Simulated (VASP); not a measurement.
# MoS (Pm-3m) in VASP: notebook

MoS is run at these levels: PBE; tasks: single point, relaxation of cell and atoms.

Everything below comes from runs of VASP 6.6.1. Logs are shortened: lines on timing, memory, paths and dates and some standing lists are left out, and cuts for length are marked.

### 1 The cell of the first run

Symmetry: Pm-3m, No. 221, cubic system. Conventional cell: a = 3.006 Å, b = 3.006 Å, c = 3.006 Å, α = 90.00°, β = 90.00°, γ = 90.00°. Within 3.4 Å of Mo (site symmetry m-3m) lie 8 S at 2.60 Å and 6 Mo at 3.01 Å. S (site symmetry m-3m) has 8 Mo at 2.60 Å and 6 S at 3.01 Å within 3.4 Å.

### 2 Single point, PBE

File INCAR:

```
SYSTEM = MoS
  PREC = Accurate
  ENCUT = 500
  EDIFF = 1E-6
  ISMEAR = 0
  SIGMA = 0.1
  LREAL = .FALSE.
  LASPH = .TRUE.
  NELM = 120
  ALGO = Normal
  ISIF = 2
  LWAVE = .FALSE.
  LCHARG = .TRUE.
  GGA = PE
  LELF = .TRUE.
  LVHAR = .TRUE.
  NBANDS = 17
  GGA_COMPAT = .FALSE.
```

File KPOINTS:

```
Automatic mesh
0
G
  6 6 6
  0 0 0
```

File POSCAR:

```
MoS
1.0
    3.0055916446      0.0000000000      0.0000000000
    0.0000000000      3.0055916446      0.0000000000
    0.0000000000      0.0000000000      3.0055916446
Mo S
1 1
Direct
    0.0000000000      0.0000000000      0.0000000000
    0.5000000000      0.5000000000      0.5000000000
```

Potentials or basis: VASP PAW PBE potentials, release 64 (Mo_sv, S).

On the command line:

```bash
$ cat potpaw_PBE.64/Mo_sv/POTCAR potpaw_PBE.64/S/POTCAR > POTCAR
$ mpirun -np 1 vasp_std > vasp.out
```

OUTCAR:

```text
SYSTEM = MoS
   PREC = Accurate
   ENCUT = 500
   EDIFF = 1E-6
   ISMEAR = 0
   LREAL = .FALSE.
   LASPH = .TRUE.
   NELM = 120
   ISIF = 2
   GGA = PE

 ion  position               nearest neighbor table
   1  0.000  0.000  0.000-   2 2.60   2 2.60   2 2.60   2 2.60   2 2.60   2 2.60   2 2.60   2 2.60

   2  0.500  0.500  0.500-   1 2.60   1 2.60   1 2.60   1 2.60   1 2.60   1 2.60   1 2.60   1 2.60

  LATTYP: Found a simple cubic cell.
 ALAT       =     3.0055916446

  Lattice vectors:

 A1 = (   3.0055916446,   0.0000000000,   0.0000000000)
 A2 = (   0.0000000000,   3.0055916446,   0.0000000000)
 A3 = (   0.0000000000,   0.0000000000,   3.0055916446)

Analysis of symmetry for initial positions (statically):
=====================================================================
 Subroutine PRICEL returns:
 Original cell was already a primitive cell.

 Routine SETGRP: Setting up the symmetry group for a
 simple cubic supercell.

 Subroutine GETGRP returns: Found 48 space group operations
 (whereof 48 operations were pure point group operations)
 out of a pool of 48 trial point group operations.

The static configuration has the point symmetry O_h .

Analysis of symmetry for dynamics (positions and initial velocities):
=====================================================================
 Subroutine PRICEL returns:
 Original cell was already a primitive cell.

 Routine SETGRP: Setting up the symmetry group for a
 simple cubic supercell.

 Subroutine GETGRP returns: Found 48 space group operations
 (whereof 48 operations were pure point group operations)
 out of a pool of 48 trial point group operations.

The dynamic configuration has the point symmetry O_h .

 Subroutine INISYM returns: Found 48 space group operations
 (whereof 48 operations are pure point group operations),
 and found     1 'primitive' translations

----------------------------------------------------------------------------------------

                                     Primitive cell

  volume of cell :      27.1513

  direct lattice vectors                    reciprocal lattice vectors
     3.005591645  0.000000000  0.000000000     0.332713195  0.000000000  0.000000000
     0.000000000  3.005591645  0.000000000     0.000000000  0.332713195  0.000000000
     0.000000000  0.000000000  3.005591645     0.000000000  0.000000000  0.332713195

  length of vectors
     3.005591645  3.005591645  3.005591645     0.332713195  0.332713195  0.332713195

[... 74 lines left out ...]
   NELM   =    120;   NELMIN=  2; NELMDL= -5     # of ELM steps
   EDIFF  = 0.1E-05   stopping-criterion for ELM
   LREAL  =      F    real-space projection
   EDIFFG = 0.1E-04   stopping-criterion for IOM
   NSW    =      0    number of steps for IOM
   IBRION =     -1    ionic relax: 0-MD 1-quasi-New 2-CG
   NFREE  =      0    steps in history (QN), initial steepest desc. (CG)
   ISIF   =      2    stress and relaxation
   ISYM   =      2    0-nonsym 1-usesym 2-fastsym
   POTIM  = 0.5000    time-step for ionic-motion
   TEBEG  =    0.0;   TEEND  =   0.0 temperature during run
   PSTRESS=    0.0 pullay stress
   NELECT =      20.0000    total number of electrons
   NUPDOWN=      -1.0000    fix difference up-down
   EMIN   =  10.00;   EMAX   =-10.00  energy-range for DOS
   EFERMI =   0.00;   METHOD = LEGACY
   ISMEAR =     0;   SIGMA  =   0.10  broadening in eV -4-tet -1-fermi 0-gaus
   EFERMI_NEDOS =   21; number of points for ismear=-14 and -15
   IALGO  =     38    algorithm
   IMIX   =      4    mixing-type and parameters
     AMIX     =   0.40;   BMIX     =  1.00
     AMIX_MAG =   1.60;   BMIX_MAG =  1.00
  volume/ion in A,a.u.               =      13.58        91.61
  Fermi-wavevector in a.u.,A,eV,Ry     =   1.478501  2.793961 29.741848  2.185964
  Thomas-Fermi vector in A             =   2.592774
   LORBIT       =      0    0 simple, 1 ext, 2 COOP (PROOUT), +10 PAW based schemes
   GGA     = PE    functional components
   LHFCALC =     F    Hartree Fock is set to
   AEXX    =    0.0000 exact exchange contribution
   IVDW    =     0    specifies the selected vdW correction
   LEPSILON=     F    determine dielectric tensor
   LRPA    =     F    only Hartree local field effects (RPA)
 non-spin polarized calculation
 Gauss-broadening in eV      SIGMA  =   0.10
  energy-cutoff  :      500.00
  volume of cell :       27.15
 maximum number of plane-waves:       739
 NGX is ok and might be reduce to    24
   NGX = 11   NGY = 11   NGZ = 11

 number of electron      20.0000006 magnetization

 Free energy of the ion-electron system (eV)
  ---------------------------------------------------
  ext. energy  EPLUGINS =         0.00000000
  ---------------------------------------------------
  free energy    TOTEN  =       -15.34126760 eV

  energy without entropy =      -15.33430021  energy(sigma->0) =      -15.33778390

 E-fermi :  13.0285     XC(G=0): -13.0701

 val. band max:       13.0264984392   @ k =   0.3333   0.3333   0.1667
 cond. band min:      13.2205910445   @ k =   0.3333   0.1667   0.0000
 fundamental gap:      0.1940926053
 Fermi energy:        13.0285050761

 k-point     1 :       0.0000    0.0000    0.0000
  band No.  band energies     occupation
      1     -48.2643      2.00000
      2     -22.1874      2.00000
      3     -22.1874      2.00000
      4     -22.1874      2.00000
      5      -3.8032      2.00000
      6       8.8683      2.00000
[... 377 lines left out ...]
      4     -22.5042      2.00000
      5       0.4113      2.00000
      6       4.7047      2.00000
[... 9 lines left out ...]
     16      17.8891      0.00000
     17      25.9593      0.00000

------------------------ aborting loop because EDIFF is reached ----------------------------------------

  FORCE on cell =-STRESS in cart. coord.  units (eV):
  Direction    XX          YY          ZZ          XY          YZ          ZX
  --------------------------------------------------------------------------------------
  -------------------------------------------------------------------------------------
  Total        0.0097058      0.0097058      0.0097058     -0.0000000      0.0000000      0.0000000
  in kB        0.5727319      0.5727319      0.5727319     -0.0000000      0.0000000      0.0000000
  external PRESSURE =       0.5727319 kB  Pullay stress =       0.0000000 kB

 VOLUME and BASIS-vectors are now :
 -----------------------------------------------------------------------------
  energy-cutoff  :      500.00
  volume of cell :       27.15
      direct lattice vectors                 reciprocal lattice vectors
     3.005591645  0.000000000  0.000000000     0.332713195  0.000000000  0.000000000
     0.000000000  3.005591645  0.000000000     0.000000000  0.332713195  0.000000000
     0.000000000  0.000000000  3.005591645     0.000000000  0.000000000  0.332713195

 POSITION                                       TOTAL-FORCE (eV/Angst)
 -----------------------------------------------------------------------------------
      0.00000      0.00000      0.00000         0.000000      0.000000      0.000000
      1.50280      1.50280      1.50280         0.000000      0.000000      0.000000
 -----------------------------------------------------------------------------------
    total drift:                                0.000000      0.000000      0.000000

  FREE ENERGIE OF THE ION-ELECTRON SYSTEM (eV)
  ---------------------------------------------------
  free  energy   TOTEN  =       -15.3412675997 eV

  energy  without entropy=      -15.3343002078  energy(sigma->0) =      -15.33778390
```

OSZICAR:

```text
N       E                     dE             d eps       ncg     rms          rms(c)
DAV:   1     0.137865827577E+03    0.13787E+03   -0.10850E+04   688   0.114E+03
DAV:   2    -0.127611558330E+02   -0.15063E+03   -0.14701E+03   878   0.319E+02
DAV:   3    -0.160049444944E+02   -0.32438E+01   -0.32167E+01   733   0.441E+01
DAV:   4    -0.160267512550E+02   -0.21807E-01   -0.21769E-01   853   0.363E+00
DAV:   5    -0.160268922993E+02   -0.14104E-03   -0.14104E-03   743   0.303E-01    0.191E+01
DAV:   6    -0.153790630939E+02    0.64783E+00   -0.23717E+00   705   0.124E+01    0.790E+00
DAV:   7    -0.153484891762E+02    0.30574E-01   -0.94406E-02   706   0.235E+00    0.421E+00
DAV:   8    -0.153413829884E+02    0.71062E-02   -0.34303E-02   715   0.130E+00    0.241E-01
DAV:   9    -0.153412267591E+02    0.15623E-03   -0.70237E-04   771   0.245E-01    0.147E-01
DAV:  10    -0.153412592749E+02   -0.32516E-04   -0.25169E-04   786   0.151E-01    0.364E-02
DAV:  11    -0.153412683785E+02   -0.91036E-05   -0.61124E-06   749   0.246E-02    0.134E-02
DAV:  12    -0.153412675997E+02    0.77882E-06   -0.28240E-07   362   0.471E-03
   1 F= -.15341268E+02 E0= -.15337784E+02  d E =-.696739E-02
```

stdout:

```text
POSCAR found type information on POSCAR MoS
 POSCAR found :  2 types and       2 ions
 scaLAPACK will be used
 LDA part: xc-table for (Slater+PW92), standard interpolation
 POSCAR, INCAR and KPOINTS ok, starting setup
 FFT: planning ... GRIDC
 FFT: planning ... GRID_SOFT
 FFT: planning ... GRID
 WAVECAR not read
 entering main loop
```

Run time: 16 s. Hardware: 1 thread of Intel Xeon 8259CL, shared host; peak memory 0.14 GiB.

What came out:

```
Free energy            : -15.3413 eV
Pressure               : 0.1 GPa
Band gap on the k mesh : zero (bands 10 and 11 overlap by 4.03 eV)
```

Levels at points of the mesh, in eV from the Fermi level:
```csv
k point,band 7,band 8,band 9,band 10,band 11,band 12,band 13,band 14
"(0.00, 0.00, 0.00)",-4.16,-2.43,-2.43,-2.43,0.76,0.76,0.76,4.32
"(0.50, 0.00, 0.00)",-4.29,-4.29,-2.98,1.27,2.19,4.13,4.13,4.76
"(0.50, 0.50, 0.00)",-6.57,-3.53,-1.18,-1.18,-1.18,0.42,2.71,5.70
"(0.50, 0.50, 0.50)",-8.32,-8.32,2.85,2.85,3.24,3.24,3.24,4.86
```

### 3 Relaxation of cell and atoms, PBE

This run uses another cell than the first one, of 13.10 Å³/atom.

File INCAR:

```
SYSTEM = MoS
  ALGO = Normal
  EDIFF = 1E-7
  EDIFFG = -0.05
  ENCUT = 500
  GGA = PE
  GGA_COMPAT = .False.
  IBRION = 2
  ISIF = 3
  ISMEAR = 0
  LASPH = .True.
  LCHARG = .False.
  LREAL = .False.
  LWAVE = .False.
  NELM = 120
  NELMIN = 4
  NSW = 100
  PREC = Accurate
  SIGMA = 0.1
```

File KPOINTS:

```
k-points
0
Gamma
  6 6 6
  0 0 0
```

File POSCAR:

```
MoS
1.0
    2.9698356273      0.0000000000      0.0000000000
    0.0000000000      2.9698356273      0.0000000000
    0.0000000000      0.0000000000      2.9698356273
Mo S
1 1
Direct
    0.0000000000      0.0000000000      0.0000000000
    0.5000000000      0.5000000000      0.5000000000
```

Potentials or basis: VASP PAW PBE potentials, release 64 (Mo_sv, S).

On the command line:

```bash
$ cat potpaw_PBE.64/Mo_sv/POTCAR potpaw_PBE.64/S/POTCAR > POTCAR
$ mpirun -np 1 vasp_std > vasp.out
```

It took 55 s on 1 thread of Intel Xeon 8259CL, shared host; peak memory 0.15 GiB.

The run converged. Its results:

- Free energy: -15.3408 eV
- Relaxed volume: 13.59 Å³/atom
- Relaxed cell: a = 3.007 Å, b = 3.007 Å, c = 3.007 Å, α = 90.00°, β = 90.00°, γ = 90.00°
- Space group after relaxing (to 0.1 Å): Pm-3m (No. 221)
- Energy gained by relaxing: 12.6 meV/atom
- Ionic steps: 3
- Pressure after relaxing: -0.1 GPa
- Band gap on the k mesh: zero (bands 10 and 11 overlap by 4.02 eV)

The path:
| step | energy change (eV) | largest force (eV/Å) | pressure (GPa) | volume (Å³) |
| --- | --- | --- | --- | --- |
| 1 | 0.0000 | 0.0000 | 8.64 | 26.19 |
| 2 | 0.0472 | 0.0000 | -12.05 | 28.96 |
| 3 | -0.0251 | 0.0000 | -0.15 | 27.18 |

Final structure:
```
CELL_PARAMETERS angstrom
3.00655 0.00000 0.00000
0.00000 3.00655 0.00000
0.00000 0.00000 3.00655
ATOMIC_POSITIONS crystal
Mo 0.00000 0.00000 0.00000
S 0.50000 0.50000 0.50000
```

Levels at points of the mesh, in eV from the Fermi level:
```
           k point  band 6  band 7  band 8  band 9  band 10  band 11  band 12  band 13  band 14
(0.00, 0.00, 0.00)   -4.15   -4.15   -2.43   -2.43    -2.43     0.76     0.76     0.76     4.31
(0.50, 0.00, 0.00)   -9.27   -4.28   -4.28   -2.98     1.27     2.19     4.13     4.13     4.76
(0.50, 0.50, 0.00)   -6.56   -6.56   -3.53   -1.18    -1.18    -1.18     0.42     2.71     5.70
(0.50, 0.50, 0.50)   -8.31   -8.31   -8.31    2.84     2.84     3.24     3.24     3.24     4.85
```

### 4 Single point, PBE, collinear spin

This run uses another cell than the first one, of 13.10 Å³/atom.

File INCAR:

```
SYSTEM = MoS
ALGO = Normal ; EDIFF = 1E-6
ENCUT = 500 ; GGA = PE
GGA_COMPAT = .FALSE. ; ISIF = 2
ISMEAR = 0 ; ISPIN = 2
LASPH = .TRUE. ; LCHARG = .TRUE.
LELF = .TRUE. ; LMAXMIX = 4
LORBIT = 11 ; LREAL = .FALSE.
LVHAR = .TRUE. ; LWAVE = .FALSE.
MAGMOM = 2 0 ; NBANDS = 21
NELM = 200 ; PREC = Accurate
SIGMA = 0.1
```

File KPOINTS:

```
k-points
0
G
  6 6 6
  0 0 0
```

POSCAR is that of step 3.

Potentials or basis: VASP PAW PBE potentials, release 64 (Mo_sv, S).

On the command line:

```bash
$ cat potpaw_PBE.64/Mo_sv/POTCAR potpaw_PBE.64/S/POTCAR > POTCAR
$ mpirun -np 1 vasp_std > vasp.out
```

OUTCAR:

```text
SYSTEM = MoS
   EDIFF = 1E-6
   ENCUT = 500
   GGA = PE
   ISIF = 2
   ISMEAR = 0
   ISPIN = 2
   LASPH = .TRUE.
   LORBIT = 11
   LREAL = .FALSE.
   NELM = 200
   PREC = Accurate

 ion  position               nearest neighbor table
   1  0.000  0.000  0.000-   2 2.57   2 2.57   2 2.57   2 2.57   2 2.57   2 2.57   2 2.57   2 2.57

   2  0.500  0.500  0.500-   1 2.57   1 2.57   1 2.57   1 2.57   1 2.57   1 2.57   1 2.57   1 2.57

  LATTYP: Found a simple cubic cell.
 ALAT       =     2.9698356273

  Lattice vectors:

 A1 = (   2.9698356273,   0.0000000000,   0.0000000000)
 A2 = (   0.0000000000,   2.9698356273,   0.0000000000)
 A3 = (   0.0000000000,   0.0000000000,   2.9698356273)

Analysis of symmetry for initial positions (statically):
=====================================================================
 Subroutine PRICEL returns:
 Original cell was already a primitive cell.

 Routine SETGRP: Setting up the symmetry group for a
 simple cubic supercell.

 Subroutine GETGRP returns: Found 48 space group operations
 (whereof 48 operations were pure point group operations)
 out of a pool of 48 trial point group operations.

The static configuration has the point symmetry O_h .

Analysis of symmetry for dynamics (positions and initial velocities):
=====================================================================
 Subroutine PRICEL returns:
 Original cell was already a primitive cell.

 Routine SETGRP: Setting up the symmetry group for a
 simple cubic supercell.

 Subroutine GETGRP returns: Found 48 space group operations
 (whereof 48 operations were pure point group operations)
 out of a pool of 48 trial point group operations.

The dynamic configuration has the point symmetry O_h .

Analysis of structural, dynamic, and magnetic symmetry:
=====================================================================
 Subroutine PRICEL returns:
 Original cell was already a primitive cell.

[... 147 lines left out ...]
  ext. energy  EPLUGINS =         0.00000000
  ---------------------------------------------------
  free energy    TOTEN  =       -15.31564985 eV

  energy without entropy =      -15.30860397  energy(sigma->0) =      -15.31212691

 E-fermi :  13.6561     XC(G=0): -13.2670

 val. band max:       13.5106595147   @ k =   0.5000   0.5000   0.3333
 cond. band min:      13.6576444226   @ k =   0.3333   0.3333   0.1667
 fundamental gap:      0.1469849079
 Fermi energy:        13.6561482232

 spin component 1

 k-point     1 :       0.0000    0.0000    0.0000
  band No.  band energies     occupation
      1     -47.6438      1.00000
      2     -21.5572      1.00000
      3     -21.5572      1.00000
      4     -21.5572      1.00000
      5      -3.4837      1.00000
      6       9.2410      1.00000
[... 469 lines left out ...]
     20      36.6246      0.00000
     21      36.6246      0.00000
 Fermi energy:        13.6561482232

 spin component 2

 k-point     1 :       0.0000    0.0000    0.0000
  band No.  band energies     occupation
      1     -47.6438      1.00000
      2     -21.5572      1.00000
      3     -21.5572      1.00000
      4     -21.5572      1.00000
      5      -3.4837      1.00000
      6       9.2410      1.00000
[... 469 lines left out ...]
     20      36.6245      0.00000
     21      36.6245      0.00000

------------------------ aborting loop because EDIFF is reached ----------------------------------------

  FORCE on cell =-STRESS in cart. coord.  units (eV):
  Direction    XX          YY          ZZ          XY          YZ          ZX
  --------------------------------------------------------------------------------------
  -------------------------------------------------------------------------------------
  Total        1.4124757      1.4124757      1.4124757      0.0000000     -0.0000000     -0.0000000
  in kB       86.3961374     86.3961374     86.3961374      0.0000000     -0.0000000     -0.0000000
  external PRESSURE =      86.3961374 kB  Pullay stress =       0.0000000 kB

 VOLUME and BASIS-vectors are now :
 -----------------------------------------------------------------------------
  energy-cutoff  :      500.00
  volume of cell :       26.19
      direct lattice vectors                 reciprocal lattice vectors
     2.969835627  0.000000000  0.000000000     0.336718972  0.000000000  0.000000000
     0.000000000  2.969835627  0.000000000     0.000000000  0.336718972  0.000000000
     0.000000000  0.000000000  2.969835627     0.000000000  0.000000000  0.336718972

 POSITION                                       TOTAL-FORCE (eV/Angst)
 -----------------------------------------------------------------------------------
      0.00000      0.00000      0.00000         0.000000      0.000000      0.000000
      1.48492      1.48492      1.48492         0.000000      0.000000      0.000000
 -----------------------------------------------------------------------------------
    total drift:                               -0.000000      0.000000      0.000000

  FREE ENERGIE OF THE ION-ELECTRON SYSTEM (eV)
  ---------------------------------------------------
  free  energy   TOTEN  =       -15.3156498473 eV

  energy  without entropy=      -15.3086039686  energy(sigma->0) =      -15.31212691

 total charge

# of ion       s       p       d       tot
------------------------------------------
    1        2.260   6.176   4.071  12.507
    2        1.328   2.320   0.000   3.648
--------------------------------------------------
tot          3.588   8.496   4.071  16.155

 magnetization (x)

# of ion       s       p       d       tot
------------------------------------------
    1       -0.000   0.000   0.000   0.000
    2       -0.000  -0.000   0.000  -0.000
--------------------------------------------------
tot         -0.000  -0.000   0.000  -0.000
```

Run time: 68 s. Hardware: 1 thread of Intel Xeon 8259CL, shared host; peak memory 0.16 GiB.

What came out:

| Item | Value |
| --- | --- |
| Free energy | -15.3156 eV |
| Pressure | 8.6 GPa |
| Band gap on the k mesh | zero (filled and empty bands overlap) |
| Net moment | 0.00 μB per cell |
| Valence electrons inside the program's atomic spheres | Mo 12.51; S 3.65 |

Levels at points of the mesh, in eV from the Fermi level:
Spin up:
```
           k point  band 6  band 7  band 8  band 9  band 10  band 11  band 12  band 13  band 14  band 15
(0.00, 0.00, 0.00)   -4.42   -4.42   -2.47   -2.47    -2.47     0.77     0.77     0.77     4.76     9.41
(0.50, 0.00, 0.00)   -9.58   -4.46   -4.46   -3.16     1.32     2.31     4.36     4.36     4.57     6.65
(0.50, 0.50, 0.00)   -6.75   -6.75   -3.72   -1.30    -1.30    -1.19     0.52     2.85     5.92    11.07
(0.50, 0.50, 0.50)   -8.66   -8.66   -8.66    2.99     2.99     3.27     3.27     3.27     5.13     5.13
```
Spin down:
```tsv
k point	band 7	band 8	band 9	band 10	band 11	band 12	band 13	band 14
(0.00, 0.00, 0.00)	-4.42	-2.47	-2.47	-2.47	0.77	0.77	0.77	4.76
(0.50, 0.00, 0.00)	-4.46	-4.46	-3.16	1.32	2.31	4.36	4.36	4.57
(0.50, 0.50, 0.00)	-6.75	-3.72	-1.30	-1.30	-1.19	0.52	2.85	5.92
(0.50, 0.50, 0.50)	-8.66	-8.66	2.99	2.99	3.27	3.27	3.27	5.13
```

Caveat: the cell stands under pressure.

(Continued in part 2 of 2.)

The gap in the log of VASP goes by the Fermi energy; the results here count the filled bands.